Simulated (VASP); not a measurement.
A run of VASP 6.6.1 is set up as follows.

The input INCAR:

```
PREC = Accurate
ENCUT = 520
EDIFF = 1E-6
ISMEAR = 0
SIGMA = 0.01
LREAL = False
LASPH = True
NELM = 100
ALGO = Normal
ISIF = 2
LWAVE = False
LCHARG = False
GGA = PE
NBANDS = 28
```

KPOINTS

```
Automatic mesh
0
Gamma
  6 6 6
```

The input POSCAR:

```
BaTiO3
1.0
    3.9786494030      0.0000000000      0.0000000000
    0.0000000000      3.9786494030      0.0000000000
    0.0000000000      0.0000000000      3.9786494030
Ba Ti O
1 1 3
Direct
    0.5000000000      0.5000000000      0.5000000000
    0.0000000000      0.0000000000      0.0000000000
    0.5000000000      0.0000000000      0.0000000000
    0.0000000000      0.5000000000      0.0000000000
    0.0000000000      0.0000000000      0.5000000000
```

Potentials or basis: VASP PAW PBE potentials, release 64 (Ba_sv, Ti_sv, O).

Run with:

```sh
$ cat potpaw_PBE.64/Ba_sv/POTCAR potpaw_PBE.64/Ti_sv/POTCAR potpaw_PBE.64/O/POTCAR > POTCAR
$ mpirun -np 1 vasp_std > vasp.out
```

Task: What does it give for the band gap on the k mesh?

Result: 1.78 eV, indirect (least direct gap 1.91 eV).

Task: What does it give for the pressure?

Result: 7.2 GPa.

Caveat: spin-orbit coupling is left out, which moves the levels of the heavy elements. A k mesh can miss the band edges.
